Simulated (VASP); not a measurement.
# BAs (zincblende type) (F-43m) in VASP: further runs

Runs on BAs (zincblende type). Level: r2SCAN. Tasks: single point.

All numbers are computed with VASP 6.6.1; they aren't measurements. Logs are shortened: lines on timing, memory, paths and dates and some standing lists are left out, and cuts for length are marked.

## (1) The cell of the first run

It takes space group F-43m (No. 216, cubic). The conventional cell has a = 4.346 Å, b = 4.346 Å, c = 4.346 Å, α = 90.00°, β = 90.00°, γ = 90.00°. B (site symmetry -43m) has 4 As at 1.88 Å within 2.5 Å. As (site symmetry -43m) has 4 B at 1.88 Å within 2.5 Å.

## (2) Single point, r2SCAN (10.26 Å³/atom)

File POSCAR:

```
BAs
1.0
    0.0000000000      2.1731462575      2.1731462575
    2.1731462575      0.0000000000      2.1731462575
    2.1731462575      2.1731462575      0.0000000000
B As
1 1
Direct
    0.0000000000      0.0000000000      0.0000000000
    0.2500000000      0.2500000000      0.2500000000
```

File INCAR.step1:

```
PREC = Accurate
ENCUT = 520
ISMEAR = -1
SIGMA = 0.1
LREAL = F
LASPH = T
NELM = 100
NBANDS = 11
GGA = PE
ALGO = Normal
EDIFF = 1E-4
LWAVE = T
LCHARG = F
```

File INCAR.step2:

```
PREC = Accurate
ENCUT = 520
EDIFF = 1E-6
ISMEAR = -1
SIGMA = 0.1
LREAL = F
LASPH = T
NELM = 100
ALGO = Normal
ISIF = 2
LWAVE = F
LCHARG = F
METAGGA = R2SCAN
LMIXTAU = T
NBANDS = 11
ISTART = 1
```

File KPOINTS:

```
Automatic mesh
0
Gamma
  15 15 15
```

Potentials or basis: VASP PAW PBE potentials, release 64 (B, As).

On the command line:

```
$ cat potpaw_PBE.64/B/POTCAR potpaw_PBE.64/As/POTCAR > POTCAR
$ cp INCAR.step1 INCAR
$ mpirun -np 1 vasp_std > vasp.out
$ cp INCAR.step2 INCAR
$ mpirun -np 1 vasp_std > vasp.out
```

OUTCAR:

```text
PREC = Accurate
   ENCUT = 520
   EDIFF = 1E-6
   ISMEAR = -1
   LREAL = F
   LASPH = T
   NELM = 100
   ISIF = 2
   METAGGA = R2SCAN
   ISTART = 1

 ion  position               nearest neighbor table
   1  0.000  0.000  0.000-   2 1.88   2 1.88   2 1.88   2 1.88
   2  0.250  0.250  0.250-   1 1.88   1 1.88   1 1.88   1 1.88

  LATTYP: Found a face centered cubic cell.
 ALAT       =     4.3462925150

  Lattice vectors:

 A1 = (   0.0000000000,   2.1731462575,   2.1731462575)
 A2 = (   2.1731462575,   0.0000000000,   2.1731462575)
 A3 = (   2.1731462575,   2.1731462575,   0.0000000000)

Analysis of symmetry for initial positions (statically):
=====================================================================
 Subroutine PRICEL returns:
 Original cell was already a primitive cell.

 Routine SETGRP: Setting up the symmetry group for a
 face centered cubic supercell.

 Subroutine GETGRP returns: Found 24 space group operations
 (whereof 24 operations were pure point group operations)
 out of a pool of 48 trial point group operations.

The static configuration has the point symmetry T_d .

Analysis of symmetry for dynamics (positions and initial velocities):
=====================================================================
 Subroutine PRICEL returns:
 Original cell was already a primitive cell.

 Routine SETGRP: Setting up the symmetry group for a
 face centered cubic supercell.

 Subroutine GETGRP returns: Found 24 space group operations
 (whereof 24 operations were pure point group operations)
 out of a pool of 48 trial point group operations.

The dynamic configuration has the point symmetry T_d .

 Subroutine INISYM returns: Found 24 space group operations
 (whereof 24 operations are pure point group operations),
 and found     1 'primitive' translations

----------------------------------------------------------------------------------------

                                     Primitive cell

  volume of cell :      20.5256

  direct lattice vectors                    reciprocal lattice vectors
     0.000000000  2.173146258  2.173146258    -0.230081155  0.230081155  0.230081155
     2.173146258  0.000000000  2.173146258     0.230081155 -0.230081155  0.230081155
     2.173146258  2.173146258  0.000000000     0.230081155  0.230081155 -0.230081155

  length of vectors
[... 87 lines left out ...]
   NFREE  =      0    steps in history (QN), initial steepest desc. (CG)
   ISIF   =      2    stress and relaxation
   ISYM   =      2    0-nonsym 1-usesym 2-fastsym
   POTIM  = 0.5000    time-step for ionic-motion
   TEBEG  =    0.0;   TEEND  =   0.0 temperature during run
   PSTRESS=    0.0 pullay stress
   NELECT =       8.0000    total number of electrons
   NUPDOWN=      -1.0000    fix difference up-down
   EMIN   =  10.00;   EMAX   =-10.00  energy-range for DOS
   EFERMI =   0.00;   METHOD = LEGACY
   ISMEAR =    -1;   SIGMA  =   0.10  broadening in eV -4-tet -1-fermi 0-gaus
   EFERMI_NEDOS =   21; number of points for ismear=-14 and -15
   IALGO  =     38    algorithm
   IMIX   =      4    mixing-type and parameters
     AMIX     =   0.40;   BMIX     =  1.00
     AMIX_MAG =   1.60;   BMIX_MAG =  1.00
  volume/ion in A,a.u.               =      10.26        69.26
  Fermi-wavevector in a.u.,A,eV,Ry     =   1.195839  2.259807 19.456736  1.430030
  Thomas-Fermi vector in A             =   2.331794
   LORBIT       =      0    0 simple, 1 ext, 2 COOP (PROOUT), +10 PAW based schemes
   METAGGA = R2SCAN    functional components
   LHFCALC =     F    Hartree Fock is set to
   AEXX    =    0.0000 exact exchange contribution
   IVDW    =     0    specifies the selected vdW correction
   LEPSILON=     F    determine dielectric tensor
   LRPA    =     F    only Hartree local field effects (RPA)
 non-spin polarized calculation
  energy-cutoff  :      520.00
  volume of cell :       20.53
 maximum number of plane-waves:       564
   NGX = 11   NGY = 11   NGZ = 11

 number of electron       7.9999999 magnetization

 Free energy of the ion-electron system (eV)
  ---------------------------------------------------
  ext. energy  EPLUGINS =         0.00000000
  ---------------------------------------------------
  free energy    TOTEN  =       -21.01104324 eV

  energy without entropy =      -21.01099051  energy(sigma->0) =      -21.01101687

 E-fermi :  10.0764     XC(G=0): -12.4719

 val. band max:        9.5903419830   @ k =   0.0000   0.0000   0.0000
 cond. band min:      10.6235351897   @ k =   0.4000   0.4000   0.0000
 fundamental gap:      1.0331932067
 Fermi energy:        10.0763636372

 k-point     1 :       0.0000    0.0000    0.0000
  band No.  band energies     occupation
      1      -9.6036      2.00000
      2       9.5903      1.98462
      3       9.5903      1.98462
      4       9.5903      1.98462
      5      13.4580      0.00000
      6      13.4580      0.00000
      7      13.4580      0.00000
      8      18.6264      0.00000
      9      21.9512      0.00000
     10      24.2708      0.00000
     11      24.2708      0.00000
[... 309 lines left out ...]
 k-point    24 :       0.2000    0.1333    0.0000
  band No.  band energies     occupation
      1      -8.7295      2.00000
      2       6.1865      2.00000
      3       7.1642      2.00000
      4       7.8126      2.00000
      5      12.4739      0.00000
      6      16.5273      0.00000
      7      16.6989      0.00000
      8      17.3433      0.00000
      9      21.9757      0.00000
     10      24.5566      0.00000
     11      25.1838      0.00000

 [... further k-points ...]

------------------------ aborting loop because EDIFF is reached ----------------------------------------

  FORCE on cell =-STRESS in cart. coord.  units (eV):
  Direction    XX          YY          ZZ          XY          YZ          ZX
  --------------------------------------------------------------------------------------
  -------------------------------------------------------------------------------------
  Total        9.4173551      9.4173551      9.4173551      0.0000000      0.0000000     -0.0000000
  in kB      735.0936405    735.0936405    735.0936405      0.0000000      0.0000000     -0.0000000
  external PRESSURE =     735.0936405 kB  Pullay stress =       0.0000000 kB

 VOLUME and BASIS-vectors are now :
 -----------------------------------------------------------------------------
  energy-cutoff  :      520.00
  volume of cell :       20.53
      direct lattice vectors                 reciprocal lattice vectors
     0.000000000  2.173146258  2.173146258    -0.230081155  0.230081155  0.230081155
     2.173146258  0.000000000  2.173146258     0.230081155 -0.230081155  0.230081155
     2.173146258  2.173146258  0.000000000     0.230081155  0.230081155 -0.230081155

 POSITION                                       TOTAL-FORCE (eV/Angst)
 -----------------------------------------------------------------------------------
      0.00000      0.00000      0.00000         0.000000     -0.000000      0.000000
      1.08657      1.08657      1.08657        -0.000000      0.000000     -0.000000
 -----------------------------------------------------------------------------------
    total drift:                               -0.000000     -0.000000     -0.000000

  FREE ENERGIE OF THE ION-ELECTRON SYSTEM (eV)
  ---------------------------------------------------
  free  energy   TOTEN  =       -21.0110432361 eV

  energy  without entropy=      -21.0109905085  energy(sigma->0) =      -21.01101687
```

OUTCAR.step1:

```text
PREC = Accurate
   ENCUT = 520
   ISMEAR = -1
   LREAL = F
   LASPH = T
   NELM = 100
[... 554 lines left out ...]
 -----------------------------------------------------------------------------------
      0.00000      0.00000      0.00000        -0.000000     -0.000000     -0.000000
      1.08657      1.08657      1.08657         0.000000      0.000000      0.000000
 -----------------------------------------------------------------------------------
    total drift:                               -0.000000     -0.000000     -0.000000

  FREE ENERGIE OF THE ION-ELECTRON SYSTEM (eV)
  ---------------------------------------------------
  free  energy   TOTEN  =       -10.0572917218 eV

  energy  without entropy=      -10.0571717381  energy(sigma->0) =      -10.05723173
```

OSZICAR.step1:

```text
N       E                     dE             d eps       ncg     rms          rms(c)
DAV:   1     0.144770958307E+02    0.14477E+02   -0.41808E+03  2640   0.674E+02
DAV:   2    -0.107381576439E+02   -0.25215E+02   -0.24091E+02  3444   0.116E+02
DAV:   3    -0.114095695167E+02   -0.67141E+00   -0.66953E+00  3219   0.169E+01
DAV:   4    -0.114107798995E+02   -0.12104E-02   -0.12103E-02  2959   0.807E-01
DAV:   5    -0.114107810298E+02   -0.11304E-05   -0.11297E-05  3164   0.260E-02    0.732E+00
DAV:   6    -0.102296465295E+02    0.11811E+01   -0.24906E+00  2883   0.755E+00    0.360E+00
DAV:   7    -0.100672753839E+02    0.16237E+00   -0.51678E-01  3140   0.358E+00    0.127E+00
DAV:   8    -0.100568635958E+02    0.10412E-01   -0.24599E-02  2960   0.101E+00    0.130E-01
DAV:   9    -0.100571685448E+02   -0.30495E-03   -0.59135E-04  3185   0.165E-01    0.838E-02
DAV:  10    -0.100572888210E+02   -0.12028E-03   -0.15810E-04  2871   0.796E-02    0.177E-02
DAV:  11    -0.100572917218E+02   -0.29007E-05   -0.30388E-06  1419   0.127E-02
   1 F= -.10057292E+02 E0= -.10057232E+02  d E =-.119984E-03
```

It took 2.3 min on 1 thread of Intel Xeon 8259CL, shared host; peak memory 0.16 GiB.

Results:

* Free energy: -21.0110 eV
* Pressure: 73.5 GPa
* Band gap on the k mesh: 1.03 eV (least direct gap 3.87 eV)

Levels at points of the mesh, in eV from the valence-band top:
| k point | band 1 | band 2 | band 3 | band 4 | band 5 | band 6 | band 7 | band 8 |
| --- | --- | --- | --- | --- | --- | --- | --- | --- |
| (0.00, 0.00, 0.00) | -19.19 | 0.00 | 0.00 | 0.00 | 3.87 | 3.87 | 3.87 | 9.04 |

Caveat: the cell stands under pressure; the PAW data sets were made with another functional, which shifts forces and pressure a little; an odd mesh through Γ misses points on the zone boundary, where band edges can lie.

## (3) Single point, r2SCAN (11.63 Å³/atom)

This run uses another cell than the first one, of 11.63 Å³/atom.

File POSCAR:

```
BAs
1.0
    0.0000000000      2.2657301146      2.2657301146
    2.2657301146      0.0000000000      2.2657301146
    2.2657301146      2.2657301146      0.0000000000
B As
1 1
Direct
    0.0000000000      0.0000000000      0.0000000000
    0.2500000000      0.2500000000      0.2500000000
```

File INCAR.step1:

```
SYSTEM = BAs
PREC = Accurate ; ENCUT = 520
ISMEAR = -1 ; SIGMA = 0.1
LREAL = .FALSE. ; LASPH = .TRUE.
NELM = 100 ; NBANDS = 11
GGA = PE ; ALGO = Normal
EDIFF = 1E-4 ; LWAVE = .TRUE.
LCHARG = .FALSE.
```

File INCAR.step2:

```
SYSTEM = BAs
PREC = Accurate ; ENCUT = 520
EDIFF = 1E-7 ; ISMEAR = -1
SIGMA = 0.1 ; LREAL = .FALSE.
LASPH = .TRUE. ; NELM = 100
ALGO = Normal ; ISIF = 2
LWAVE = .FALSE. ; LCHARG = .FALSE.
METAGGA = R2SCAN ; LMIXTAU = .TRUE.
NBANDS = 11 ; ISTART = 1
```

File KPOINTS:

```
Automatic mesh
0
G
  15 15 15
  0 0 0
```

Potentials or basis: VASP PAW PBE potentials, release 64 (B, As).

On the command line:

```
$ cat potpaw_PBE.64/B/POTCAR potpaw_PBE.64/As/POTCAR > POTCAR
$ cp INCAR.step1 INCAR
$ mpirun -np 1 vasp_std > vasp.out
$ cp INCAR.step2 INCAR
$ mpirun -np 1 vasp_std > vasp.out
```

Wall time 2.1 min (1 thread of Intel Xeon 8259CL, shared host); peak memory 0.17 GiB.

The run converged. Its results:

| Property | Result |
| --- | --- |
| Free energy | -21.8869 eV |
| Pressure | 32.6 GPa |
| Band gap on the k mesh | 1.19 eV (least direct gap 3.65 eV) |

Levels at points of the mesh, in eV from the valence-band top:
```tsv
k point	band 1	band 2	band 3	band 4	band 5	band 6	band 7	band 8	band 9
(0.00, 0.00, 0.00)	-17.77	0.00	0.00	0.00	3.65	3.65	3.65	7.34	11.35
```

Caveat: the cell stands under pressure; the PAW data sets were made with another functional, which shifts forces and pressure a little; an odd mesh through Γ misses points on the zone boundary, where band edges can lie.
